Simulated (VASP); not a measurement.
A run of VASP 6.6.1:

File INCAR:

```
PREC     = Accurate       # precision mode
ENCUT    = 520            # plane-wave cutoff, eV
EDIFF    = 1E-6           # SCF threshold, eV
ISMEAR   = 0              # smearing method
SIGMA    = 0.1            # smearing width, eV
LREAL    = False          # projectors in reciprocal space
LASPH    = True           # aspherical terms in the spheres
NELM     = 60             # most SCF steps
ALGO     = Fast           # electronic algorithm
ISIF     = 2              # what is computed and relaxed
LWAVE    = False          # write WAVECAR
LCHARG   = False          # write CHGCAR
GGA      = PS             # functional
NBANDS   = 18             # bands
```

Contents of KPOINTS:

```
regular mesh
0
Gamma
  20 20 14
```

File POSCAR:

```
Cu
1.0
    1.8139488346      1.8139488346      0.0000000000
   -1.8139488346      1.8139488346      0.0000000000
    0.0000000000      0.0000000000      3.4208758837
Cu
2
Direct
    0.0000000000      0.0000000000      0.0000000000
    0.5000000000      0.5000000000      0.5000000000
```

Potentials or basis: VASP PAW PBE potentials, release 64 (Cu).

Command:

```bash
$ cat potpaw_PBE.64/Cu/POTCAR > POTCAR
$ mpirun -np 1 vasp_std > vasp.out
```

Hardware: 1 thread of Intel(R) Xeon(R) 6975P-C (Granite Rapids), with other jobs on the host.

Problem. How long does it take, and how much memory?

Solution. Wall time 74 s on 1 thread of Intel(R) Xeon(R) 6975P-C (Granite Rapids) (shared host), peak memory 0.27 GiB. Counts: scf iterations 14, k points 528.
